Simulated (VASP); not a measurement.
A run of VASP 6.6.1 is set up as follows.

File INCAR:

```
SYSTEM = AgBr
PREC = Accurate
ENCUT = 500
EDIFF = 1E-6
ISMEAR = -1
SIGMA = 0.03
LREAL = .FALSE.
LASPH = .TRUE.
NELM = 120
ALGO = Normal
ISIF = 2
LWAVE = .FALSE.
LCHARG = .FALSE.
GGA = CA
NBANDS = 16
GGA_COMPAT = .FALSE.
```

Contents of KPOINTS:

```
Automatic mesh
0
G
  7 7 7
  0 0 0
```

POSCAR

```
AgBr
1.0
    0.0000000000      2.9240286974      2.9240286974
    2.9240286974      0.0000000000      2.9240286974
    2.9240286974      2.9240286974      0.0000000000
Ag Br
1 1
Direct
    0.5000000000      0.5000000000      0.5000000000
    0.0000000000      0.0000000000      0.0000000000
```

Potentials or basis: VASP PAW LDA potentials, release 64 (Ag, Br).

Command:

```console
$ cat potpaw_LDA.64/Ag/POTCAR potpaw_LDA.64/Br/POTCAR > POTCAR
$ mpirun -np 1 vasp_std > vasp.out
```

Estimate the pressure.

-6.0 GPa.

What does it give for the band gap on the k mesh?

0.49 eV, indirect (least direct gap 2.16 eV).

 A k mesh can miss the band edges.
